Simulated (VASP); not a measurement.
PbSe: single point with PBE

Crystal: PbSe.

```
CELL_PARAMETERS angstrom
0.00000 3.23261 2.74772
3.23261 0.00000 2.74772
3.23261 3.23261 0.00000
ATOMIC_POSITIONS crystal
Pb 0.00000 0.00000 0.00000
Se 0.50000 0.50000 0.50000
```

This cell differs from its parent crystal: ratio of the length along z to the lengths across it x 0.85, volume and fractional coordinates fixed.

```
Program                : VASP 6.6.1
Task                   : single point
Functional             : PBE
Potentials or basis    : VASP PAW PBE potentials, release 64 (Pb_d, Se)
Cutoff                 : 520 eV
k mesh                 : 10 × 10 × 10
Occupations            : gaussian, width 0.03 eV
Spin                   : no spin polarisation
Dipole correction      : no
Further INCAR settings : ALGO = Normal; EDIFF = 1e-06; NBANDS = 17
```

The pressure is 6.7 GPa. The band gap on the k mesh is 0.19 eV, direct.

Stress tensor (GPa, compression positive):
```
-2.54  0.00  0.00
 0.00 -2.54  0.00
 0.00  0.00 25.06
```

Levels at points of the mesh, in eV from the valence-band top:
| k point | band 6 | band 7 | band 8 | band 9 | band 10 | band 11 | band 12 | band 13 | band 14 | band 15 |
| --- | --- | --- | --- | --- | --- | --- | --- | --- | --- | --- |
| (0.00, 0.00, 0.00) | -14.11 | -6.53 | -3.44 | -1.89 | -1.89 | 3.16 | 3.16 | 5.92 | 5.92 | 6.37 |
| (0.50, 0.00, 0.00) | -13.09 | -9.42 | -2.10 | -1.98 | -0.28 | 0.23 | 0.80 | 2.11 | 7.95 | 8.79 |
| (0.50, 0.50, 0.00) | -12.31 | -8.00 | -5.70 | -3.97 | -3.97 | 2.86 | 4.76 | 4.76 | 6.87 | 10.78 |
| (0.50, 0.00, 0.50) | -12.92 | -7.40 | -5.40 | -4.48 | -2.72 | 3.61 | 3.62 | 5.02 | 7.61 | 9.07 |

It took 35 s on 1 thread of Intel(R) Xeon(R) 6975P-C (Granite Rapids) (shared host), peak memory 0.25 GiB.

Caveat: spin-orbit coupling is left out, which moves the levels of the heavy elements. A k mesh can miss the band edges.
